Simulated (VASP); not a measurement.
Set up this calculation in VASP 6.6.1, as the native input.

* Task: single point
* Functional: PBEsol
* Potentials or basis: VASP PAW PBE potentials, release 64 (Br, P)
* Cutoff: 520 eV
* k mesh: 4 × 3 × 3
* Occupations: fermi-dirac, width 0.05 eV
* Spin: no spin polarisation
* Dipole correction: no
* Further INCAR settings: ALGO = Normal; EDIFF = 1e-06; NBANDS = 20

The structure of PBr lies in POSCAR:

```
PBr
1.0
    4.9385630000      0.0000000000      0.0000000000
   -2.0623900000      5.1944970000      0.0000000000
   -0.6967810000     -0.6537650000      6.2332560000
Br P
2 2
Direct
    0.6657980000      0.8550130000      0.2427560000
    0.3342020000      0.1449870000      0.7572440000
    0.6407200000      0.4997570000      0.6318710000
    0.3592800000      0.5002430000      0.3681290000
```

One way to write it, as run:

INCAR

```
SYSTEM = PBr
ALGO = Normal ; EDIFF = 1E-6
ENCUT = 520 ; GGA = PS
ISIF = 2 ; ISMEAR = -1
LASPH = .True. ; LCHARG = .False.
LREAL = .False. ; LWAVE = .False.
NBANDS = 20 ; NELM = 100
PREC = Accurate ; SIGMA = 0.05
```

KPOINTS

```
k-points
0
Gamma
  4 3 3
  0 0 0
```

Potentials or basis: VASP PAW PBE potentials, release 64 (Br, P).

Run with:

```console
$ cat potpaw_PBE.64/Br/POTCAR potpaw_PBE.64/P/POTCAR > POTCAR
$ mpirun -np 1 vasp_std > vasp.out
```

Results of the run:

The pressure is -0.8 GPa. The largest force is 0.255 eV/Å and the band gap on the k mesh is 1.61 eV, direct.

Caveat: the PAW data sets were made with another functional, which shifts forces and pressure a little.

Wall time 94 s on 1 thread of Intel Xeon 8259CL, on a shared host, peak memory 0.27 GiB.
